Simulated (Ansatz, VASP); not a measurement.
Two plane-wave programs on C

File INCAR:

```
  PREC = Accurate
  ENCUT = 520
  EDIFF = 1E-6
  ISMEAR = 0
  SIGMA = 0.1
  LREAL = F
  LASPH = T
  NELM = 80
  ALGO = Normal
  ISIF = 2
  LWAVE = F
  LCHARG = F
  GGA = PE
  NBANDS = 11
```

The input KPOINTS:

```
Automatic mesh
0
Gamma
  10 10 10
```

File POSCAR:

```
C
1.0
   -1.9910875053      1.9910875053      1.0837644428
    1.9910875053     -1.9910875053      1.0837644428
    1.9910875053      1.9910875053     -1.0837644428
C
2
Direct
    0.2500000000      0.7500000000      0.5000000000
    0.5000000000      0.5000000000      0.0000000000
```

Input for Ansatz:

```yaml
crystal:
  lattice:
    - [-1.9910875053, 1.9910875053, 1.0837644428]
    - [1.9910875053, -1.9910875053, 1.0837644428]
    - [1.9910875053, 1.9910875053, -1.0837644428]
  atoms:
    - { symbol: C, position: [0.25, 0.75, 0.5] }
    - { symbol: C, position: [0.5, 0.5, 0.0] }
basis:
  ecutwfc: 420
kpoints:
  mp_grid: { grid: [10, 10, 10] }
hamiltonian:
  xc: pbe
scf:
  occupations: { method: gaussian, width: 0.1 }
output:
  forces: true
  stress: true
  eigenvalues: true
```

Alike in both runs: task single point; functional PBE; k mesh 10 × 10 × 10; occupations gaussian, width 0.1 eV; no spin polarisation.

|  | VASP | Ansatz |
| --- | --- | --- |
| version | VASP 6.6.1 | Ansatz 0.2.0 |
| potentials or method | VASP PAW PBE potentials, release 64 (C), cutoff 520 eV | scalar-relativistic, plane waves, PAW |
| valence electrons in the cell | 8 | 8 |

```tsv
	VASP	Ansatz	Ansatz less VASP
gap on the k mesh at the Fermi level (eV)	none	none	-
pressure (GPa)	-52.0	-52.0	-0.07
traceless stress, the component that is largest in VASP (GPa)	11.49	11.50	+0.012
```

A gap of «none» marks a metal or a gap that the smearing closes. Both programs put the cell under strong tension, so it lies far from rest at this level. The functional is the same, so the differences come from potentials, cutoffs and numerics.

Noted on VASP's run: the cell as given lies far from equilibrium.
